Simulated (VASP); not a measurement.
# Tm2GeF2 (P-3m1) in VASP: a series of runs

Runs on Tm2GeF2. Level: PBE. Tasks: relaxation of cell and atoms, single point.

All numbers are computed with VASP 6.6.1; they aren't measurements. Logs are shortened: lines on timing, memory, paths and dates and some standing lists are left out, and cuts for length are marked.

### Step 1. The cell of the first run

It takes space group P-3m1 (No. 164, trigonal). Conventional cell: a = 4.083 Å, b = 4.083 Å, c = 6.391 Å, α = 90.00°, β = 90.00°, γ = 120.00°. Within 3.0 Å of Tm (site symmetry 3m) lie 4 F at 2.24 to 2.57 Å and 3 Ge at 2.82 Å. Ge (site symmetry -3m) has 6 Tm at 2.82 Å and 6 F at 3.50 Å within 3.7 Å. Within 3.0 Å of F (site symmetry 3m) lie 4 Tm at 2.24 to 2.57 Å and 3 F at 2.65 Å.

### Step 2. Relaxation of cell and atoms, PBE

Contents of INCAR:

```
PREC = Accurate
ENCUT = 600
EDIFF = 1E-7
ISMEAR = 0
SIGMA = 0.01
LREAL = False
LASPH = True
NELM = 200
ALGO = Normal
ISIF = 3
LWAVE = False
LCHARG = False
GGA = PE
IBRION = 2
NSW = 80
EDIFFG = -0.001
GGA_COMPAT = False
NELMIN = 4
LMAXMIX = 6
```

Contents of KPOINTS:

```
Automatic mesh
0
Gamma
  12 12 6
```

Contents of POSCAR:

```
Tm2GeF2
1.0
    4.0833679040      0.0000000000      0.0000000000
   -2.0416839520      3.5363003379      0.0000000000
    0.0000000000      0.0000000000      6.3906017556
Tm Ge F
2 1 2
Direct
    0.6666666667      0.3333333333      0.2435047889
    0.3333333333      0.6666666667      0.7564952111
    0.0000000000      0.0000000000      0.0000000000
    0.3333333333      0.6666666667      0.4055011430
    0.6666666667      0.3333333333      0.5944988570
```

Potentials or basis: VASP PAW PBE potentials, release 64 (Tm_3, Ge_d, F), 4f in core.

On the command line:

```sh
$ cat potpaw_PBE.64/Tm_3/POTCAR potpaw_PBE.64/Ge_d/POTCAR potpaw_PBE.64/F/POTCAR > POTCAR
$ mpirun -np 1 vasp_std > vasp.out
```

OUTCAR:

```text
PREC = Accurate
   ENCUT = 600
   EDIFF = 1E-7
   ISMEAR = 0
   LREAL = False
   LASPH = True
   NELM = 200
   ISIF = 3
   GGA = PE
   IBRION = 2
   NSW = 80
   EDIFFG = -0.001
   NELMIN = 4

 ion  position               nearest neighbor table
   1  0.667  0.333  0.244-   5 2.24   4 2.57   4 2.57   4 2.57   3 2.82   3 2.82   3 2.82
   2  0.333  0.667  0.756-   4 2.24   5 2.57   5 2.57   5 2.57   3 2.82   3 2.82   3 2.82
   3  0.000  0.000  0.000-   1 2.82   2 2.82   1 2.82   2 2.82   1 2.82   2 2.82
   4  0.333  0.667  0.406-   2 2.24   1 2.57   1 2.57   1 2.57
   5  0.667  0.333  0.594-   1 2.24   2 2.57   2 2.57   2 2.57

  LATTYP: Found a hexagonal cell.
 ALAT       =     4.0833679040
 C/A-ratio  =     1.5650320779

  Lattice vectors:

 A1 = (   4.0833679040,   0.0000000000,   0.0000000000)
 A2 = (  -2.0416839520,   3.5363003379,   0.0000000000)
 A3 = (   0.0000000000,   0.0000000000,   6.3906017556)

Analysis of symmetry for initial positions (statically):
=====================================================================
 Subroutine PRICEL returns:
 Original cell was already a primitive cell.

 Routine SETGRP: Setting up the symmetry group for a
 hexagonal supercell.

 Subroutine GETGRP returns: Found 12 space group operations
 (whereof 12 operations were pure point group operations)
 out of a pool of 24 trial point group operations.

The static configuration has the point symmetry D_3d.

Analysis of symmetry for dynamics (positions and initial velocities):
=====================================================================
 Subroutine PRICEL returns:
 Original cell was already a primitive cell.

 Routine SETGRP: Setting up the symmetry group for a
 hexagonal supercell.

 Subroutine GETGRP returns: Found 12 space group operations
 (whereof 12 operations were pure point group operations)
 out of a pool of 24 trial point group operations.

The dynamic configuration has the point symmetry D_3d.

 Subroutine INISYM returns: Found 12 space group operations
 (whereof 12 operations are pure point group operations),
 and found     1 'primitive' translations

----------------------------------------------------------------------------------------

                                     Primitive cell

  volume of cell :      92.2804

[... 108 lines left out ...]
   EFERMI =   0.00;   METHOD = LEGACY
   ISMEAR =     0;   SIGMA  =   0.01  broadening in eV -4-tet -1-fermi 0-gaus
   EFERMI_NEDOS =   21; number of points for ismear=-14 and -15
   IALGO  =     38    algorithm
   IMIX   =      4    mixing-type and parameters
     AMIX     =   0.40;   BMIX     =  1.00
     AMIX_MAG =   1.60;   BMIX_MAG =  1.00
  volume/ion in A,a.u.               =      18.46       124.55
  Fermi-wavevector in a.u.,A,eV,Ry     =   1.298049  2.452956 22.924869  1.684930
  Thomas-Fermi vector in A             =   2.429402
   LORBIT       =      0    0 simple, 1 ext, 2 COOP (PROOUT), +10 PAW based schemes
   GGA     = PE    functional components
   LHFCALC =     F    Hartree Fock is set to
   AEXX    =    0.0000 exact exchange contribution
   IVDW    =     0    specifies the selected vdW correction
   LEPSILON=     F    determine dielectric tensor
   LRPA    =     F    only Hartree local field effects (RPA)
 conjugate gradient relaxation of ions
 non-spin polarized calculation
 Gauss-broadening in eV      SIGMA  =   0.01
  energy-cutoff  :      600.00
  volume of cell :       92.28
 maximum number of plane-waves:      3110
 NGX is ok and might be reduce to    36
   NGX = 17   NGY = 17   NGZ = 25

--------------------------------------- Ionic step        1  -------------------------------------------

 number of electron      46.0000000 magnetization

 Free energy of the ion-electron system (eV)
  ---------------------------------------------------
  ext. energy  EPLUGINS =         0.00000000
  ---------------------------------------------------
  free energy    TOTEN  =       -29.33531642 eV

  energy without entropy =      -29.33531642  energy(sigma->0) =      -29.33531642

------------------------ aborting loop because EDIFF is reached ----------------------------------------

  FORCE on cell =-STRESS in cart. coord.  units (eV):
  Direction    XX          YY          ZZ          XY          YZ          ZX
  --------------------------------------------------------------------------------------
  -------------------------------------------------------------------------------------
  Total       -0.2430914     -0.2430914      0.3110383      0.0000000      0.0000000      0.0000000
  in kB       -4.2205661     -4.2205661      5.4002652      0.0000000      0.0000000      0.0000000
  external PRESSURE =      -1.0136223 kB  Pullay stress =       0.0000000 kB
[... 98 lines left out ...]
  FREE ENERGIE OF THE ION-ELECTRON SYSTEM (eV)
  ---------------------------------------------------
  free  energy   TOTEN  =       -29.3389940239 eV

  energy  without entropy=      -29.3389940239  energy(sigma->0) =      -29.33899402

[... ionic steps 4 to 19 ...]

--------------------------------------- Ionic step       20  -------------------------------------------

 number of electron      45.9999995 magnetization

------------------------ aborting loop because EDIFF is reached ----------------------------------------
[... 73 lines left out ...]
--------------------------------------- Ionic step       22  -------------------------------------------

 number of electron      45.9999995 magnetization

 Free energy of the ion-electron system (eV)
  ---------------------------------------------------
  ext. energy  EPLUGINS =         0.00000000
  ---------------------------------------------------
  free energy    TOTEN  =       -29.33993130 eV

  energy without entropy =      -29.33993130  energy(sigma->0) =      -29.33993130

 E-fermi :   4.1578     XC(G=0): -10.2262

 val. band max:        4.0767398416   @ k =   0.0000   0.0000   0.5000
 cond. band min:       4.4161486737   @ k =   0.5000   0.0000   0.0000
 fundamental gap:      0.3394088321
 Fermi energy:         4.1577584763

 k-point     1 :       0.0000    0.0000    0.0000
  band No.  band energies     occupation
      1     -22.7624      2.00000
      2     -21.8783      2.00000
      3     -21.8240      2.00000
      4     -21.8240      2.00000
      5     -21.7805      2.00000
      6     -21.7805      2.00000
[... 709 lines left out ...]
     26       6.3173      0.00000
     27       7.3273      0.00000

 [... further k-points ...]
[... 5 lines left out ...]
  --------------------------------------------------------------------------------------
  -------------------------------------------------------------------------------------
  Total        0.0001134      0.0001134      0.0013498      0.0000000     -0.0000000      0.0000000
  in kB        0.0019831      0.0019831      0.0236106      0.0000000     -0.0000000      0.0000000
  external PRESSURE =       0.0091922 kB  Pullay stress =       0.0000000 kB
[... 20 lines left out ...]
  FREE ENERGIE OF THE ION-ELECTRON SYSTEM (eV)
  ---------------------------------------------------
  free  energy   TOTEN  =       -29.3399313007 eV

  energy  without entropy=      -29.3399313007  energy(sigma->0) =      -29.33993130

 reached required accuracy - stopping structural energy minimisation
```

OSZICAR:

```text
N       E                     dE             d eps       ncg     rms          rms(c)
DAV:   1     0.622174933541E+03    0.62217E+03   -0.22708E+04  5613   0.303E+03
DAV:   2     0.117640093311E+03   -0.50453E+03   -0.49622E+03  5888   0.823E+02
[... 166 lines left out ...]
  21 F= -.29339931E+02 E0= -.29339931E+02  d E =-.776377E-06
       N       E                     dE             d eps       ncg     rms          rms(c)
DAV:   1    -0.293399315692E+02   -0.39512E-06   -0.51825E-05  8051   0.765E-02    0.747E-03
DAV:   2    -0.293399313499E+02    0.21925E-06   -0.41020E-06  6654   0.180E-02    0.253E-03
DAV:   3    -0.293399312864E+02    0.63545E-07   -0.28748E-07  5393   0.560E-03    0.107E-03
DAV:   4    -0.293399313007E+02   -0.14321E-07   -0.40356E-08  3151   0.280E-03
  22 F= -.29339931E+02 E0= -.29339931E+02  d E =-.126567E-06
```

Run time: 25 min. Hardware: 1 thread of Intel Xeon 6975P-C (Granite Rapids), shared host; peak memory 0.53 GiB.

Results:

* Free energy: -29.3399 eV
* Relaxed volume: 18.32 Å³/atom
* Relaxed cell: a = 4.056 Å, b = 4.056 Å, c = 6.430 Å, α = 90.00°, β = 90.00°, γ = 120.00°
* Space group after relaxing (to 0.1 Å): P-3m1 (No. 164)
* Energy gained by relaxing: 0.9 meV/atom
* Ionic steps: 22
* Pressure after relaxing: 0.0 GPa
* Band gap on the k mesh: 0.34 eV (least direct gap 0.89 eV)

Step by step:
```
step  energy change (eV)  largest force (eV/Å)  pressure (GPa)  volume (Å³)
   1              0.0000                0.1158           -0.10        92.28
   2             -0.0027                0.0713           -0.18        92.12
   3             -0.0037                0.1019           -0.22        91.92
   4             -0.0045                0.0274            0.15        91.41
   5             -0.0045                0.0359            0.10        91.47
   6             -0.0046                0.0098           -0.04        91.63
   7             -0.0046                0.0035           -0.02        91.60
   8             -0.0046                0.0037           -0.02        91.60
   9             -0.0046                0.0032            0.03        91.58
  10             -0.0046                0.0032            0.02        91.57
  11             -0.0046                0.0042            0.03        91.57
  12             -0.0046                0.0018           -0.01        91.60
  13             -0.0046                0.0026            0.01        91.59
  14             -0.0046                0.0005           -0.03        91.61
  15             -0.0046                0.0011            0.00        91.60
  16             -0.0046                0.0011            0.00        91.60
  17             -0.0046                0.0019            0.00        91.60
  18             -0.0046                0.0014           -0.01        91.60
  19             -0.0046                0.0016            0.00        91.60
  20             -0.0046                0.0015            0.00        91.60
  21             -0.0046                0.0017            0.00        91.60
  22             -0.0046                0.0004            0.00        91.59
```

Final structure:
```
Tm Ge F
1.0
     4.05581    0.00000    0.00000
    -2.02790    3.51243    0.00000
     0.00000    0.00000    6.42957
Tm Ge F
2 1 2
Cartesian
  2.0279 1.1708 1.5669
  0.0000 2.3416 4.8627
  -2.0279 3.5124 0.0000
  0.0000 2.3416 2.5890
  2.0279 1.1708 3.8405
```

Levels at points of the mesh, in eV from the valence-band top:
```csv
k point,band 21,band 22,band 23,band 24,band 25,band 26
"(0.00, 0.00, 0.00)",-2.20,-0.09,-0.09,0.93,1.83,1.83
"(0.50, 0.00, 0.00)",-2.87,-1.15,-0.55,0.34,2.77,3.52
"(0.00, 0.00, 0.50)",-2.78,0.00,0.00,1.82,2.00,2.00
"(0.50, 0.00, 0.50)",-2.44,-1.35,-0.58,0.87,2.61,3.78
```

Caveat: semilocal functionals underestimate gaps, and a narrow one can read as zero; spin-orbit coupling is left out, which moves the levels of the heavy elements; the 4f electrons are frozen in the core, so they carry no moment and show no levels.

### Step 3. Single point, PBE

Contents of INCAR:

```
SYSTEM = Tm2GeF2
ALGO = Normal ; EDIFF = 1E-6
ENCUT = 600 ; GGA = PE
GGA_COMPAT = .False. ; ISIF = 2
ISMEAR = 0 ; LASPH = .True.
LCHARG = .False. ; LMAXMIX = 6
LREAL = .False. ; LWAVE = .False.
NBANDS = 31 ; NELM = 200
PREC = Accurate ; SIGMA = 0.01
```

Contents of KPOINTS:

```
k-points
0
Gamma
  12 12 6
  0 0 0
```

Contents of POSCAR:

```
Tm2GeF2
1.0
    4.0827872375      0.0000000000      0.0000000000
   -2.0413936187      3.5357974659      0.0000000000
    0.0000000000      0.0000000000      6.3917605475
Tm Ge F
2 1 2
Direct
    0.6666666667      0.3333333333      0.2435271827
    0.3333333333      0.6666666667      0.7564728173
    0.0000000000      0.0000000000      0.0000000000
    0.3333333333      0.6666666667      0.4054347303
    0.6666666667      0.3333333333      0.5945652697
```

Potentials or basis: VASP PAW PBE potentials, release 64 (Tm_3, Ge_d, F), 4f in core.

On the command line:

```sh
$ cat potpaw_PBE.64/Tm_3/POTCAR potpaw_PBE.64/Ge_d/POTCAR potpaw_PBE.64/F/POTCAR > POTCAR
$ mpirun -np 1 vasp_std > vasp.out
```

Wall time 3.5 min (1 thread of Intel Xeon 6975P-C (Granite Rapids), shared host); peak memory 0.48 GiB.

It converged, with:

| Quantity | Value |
| --- | --- |
| Free energy | -29.3355 eV |
| Pressure | -0.1 GPa |
| Largest force | 0.113 eV/Å |
| Band gap on the k mesh | 0.41 eV (least direct gap 0.93 eV) |

Forces in eV/Å, atoms in the order of the input:
```
Tm   0.000  0.000 -0.045
Tm   0.000  0.000  0.045
Ge   0.000  0.000  0.000
F    0.000  0.000 -0.113
F    0.000  0.000  0.113
```

Stress tensor (GPa, compression positive):
```
-0.44  0.00  0.00
 0.00 -0.44  0.00
 0.00  0.00  0.48
```

Levels at points of the mesh, in eV from the valence-band top:
| k point | band 20 | band 21 | band 22 | band 23 | band 24 | band 25 | band 26 | band 27 |
| --- | --- | --- | --- | --- | --- | --- | --- | --- |
| (0.00, 0.00, 0.00) | -6.44 | -2.13 | -0.10 | -0.10 | 1.03 | 1.86 | 1.86 | 3.48 |
| (0.50, 0.00, 0.00) | -6.08 | -2.80 | -1.05 | -0.52 | 0.41 | 2.84 | 3.60 | 3.62 |
| (0.00, 0.00, 0.50) | -6.23 | -2.70 | 0.00 | 0.00 | 1.96 | 2.04 | 2.04 | 3.21 |
| (0.50, 0.00, 0.50) | -6.07 | -2.37 | -1.26 | -0.55 | 0.94 | 2.73 | 3.77 | 3.93 |

Caveat: semilocal functionals underestimate gaps, and a narrow one can read as zero; spin-orbit coupling is left out, which moves the levels of the heavy elements; the 4f electrons are frozen in the core, so they carry no moment and show no levels. Spin polarisation is off, so any magnetic state and its effect on volume and gap are missing.

(Continued in part 2 of 2.)
